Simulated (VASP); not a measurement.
Here is a VASP 6.6.1 calculation.

Contents of INCAR:

```
SYSTEM = NbP
ALGO = Normal
EDIFF = 1E-7
ENCUT = 520
GGA = PS
ISIF = 2
ISMEAR = 0
LASPH = .TRUE.
LCHARG = .FALSE.
LREAL = .FALSE.
LWAVE = .FALSE.
NBANDS = 26
NELM = 100
PREC = Accurate
SIGMA = 0.1
```

KPOINTS

```
k-points
0
G
  18 18 18
  0 0 0
```

Contents of POSCAR:

```
NbP
1.0
   -1.7046095033      1.7046095033      5.8898377438
    1.7046095033     -1.7046095033      5.8898377438
    1.7046095033      1.7046095033     -5.8898377438
Nb P
2 2
Direct
    0.7496993419      0.7496993419      0.0000000000
    0.4996993419      0.9996993419      0.5000000000
    0.3329292331      0.3329292331      0.0000000000
    0.0829292331      0.5829292331      0.5000000000
```

Potentials or basis: VASP PAW PBE potentials, release 64 (Nb_sv, P).

Command:

```bash
$ cat potpaw_PBE.64/Nb_sv/POTCAR potpaw_PBE.64/P/POTCAR > POTCAR
$ mpirun -np 1 vasp_std > vasp.out
```

Question: What does it give for the band gap on the k mesh?

Answer: Zero (bands 18 and 19 overlap by 0.13 eV).

Question: Predict the largest force.

Answer: 0.006 eV/Å.

Question: Predict the pressure.

Answer: -15.8 GPa.

Forces in eV/Å, atoms in the order of the input:
```
Nb   0.000  0.000  0.006
Nb   0.000  0.000  0.006
P    0.000  0.000 -0.006
P    0.000  0.000 -0.006
```

Caveat: the cell stands under tension; the PAW data sets were made with another functional, which shifts forces and pressure a little.
